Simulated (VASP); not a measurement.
Input of a VASP 6.6.1 run:

File INCAR:

```
PREC = Accurate
ENCUT = 520
EDIFF = 1E-6
ISMEAR = -1
SIGMA = 0.1
LREAL = F
LASPH = T
NELM = 60
ALGO = Normal
ISIF = 2
LWAVE = F
LCHARG = F
GGA = CA
NBANDS = 44
```

Contents of KPOINTS:

```
Automatic mesh
0
Gamma
  6 6 5
```

The input POSCAR:

```
InCu2
1.0
    4.2066366267      0.0000000000      0.0000000000
   -2.1033183133      3.6430542895      0.0000000000
    0.0000000000      0.0000000000      5.1259781897
In Cu
2 4
Direct
    0.3333333333      0.6666666667      0.7500000000
    0.6666666667      0.3333333333      0.2500000000
    0.3333333333      0.6666666667      0.2500000000
    0.6666666667      0.3333333333      0.7500000000
    0.0000000000      0.0000000000      0.0000000000
    0.0000000000      0.0000000000      0.5000000000
```

Potentials or basis: VASP PAW LDA potentials, release 64 (In_d, Cu).

Launch:

```sh
$ cat potpaw_LDA.64/In_d/POTCAR potpaw_LDA.64/Cu/POTCAR > POTCAR
$ mpirun -np 1 vasp_std > vasp.out
```

(1) Predict the pressure.

(2) What does it give for the band gap on the k mesh?

Answers

(1) 12.7 GPa.

(2) zero (band 35 reaches 13.33 eV, above the bottom of band 36 at 8.46 eV).

Caveat: spin-orbit coupling is left out, which moves the levels of the heavy elements.
